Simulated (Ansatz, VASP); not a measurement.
## One calculation of Mo3As, two programs

```
Mo As
1.0
     3.04251    0.00000    0.00000
    -1.52126    2.63489    0.00000
     0.00000    0.00000    8.82098
Mo As
3 1
Direct
  0.66667 0.33333 0.77641
  0.66667 0.33333 0.22359
  0.33333 0.66667 0.00000
  0.66667 0.33333 0.50000
```

Alike in both runs: task relaxation of cell and atoms; functional PBE; k mesh 18 × 18 × 6; occupations gaussian, width 0.1 eV; no spin polarisation.

|  | VASP | Ansatz |
| --- | --- | --- |
| version | VASP 6.6.1 | Ansatz 0.2.0 |
| potentials or method | VASP PAW PBE potentials, release 64 (Mo_sv, As), cutoff 600 eV | scalar-relativistic, plane waves, PAW |
| valence electrons in the cell | 47 | 57 |

Ansatz gave:

* gap on the k mesh at the Fermi level, each at its own relaxed structure (eV): none
* relaxed volume (Å³/atom): 17.56
* relaxed length of the cell vector where the two differ most in proportion (Å): 8.893

Problem. Estimate VASP's values.

Solution. gap on the k mesh at the Fermi level, each at its own relaxed structure (eV): none; relaxed volume (Å³/atom): 17.57; relaxed length of the cell vector where the two differ most in proportion (Å): 8.908.

A gap of «none» marks a metal or a gap that the smearing closes. VASP's potentials hold 47 valence electrons a cell and Ansatz's 57, so a difference there can come from the potentials and not from the codes.
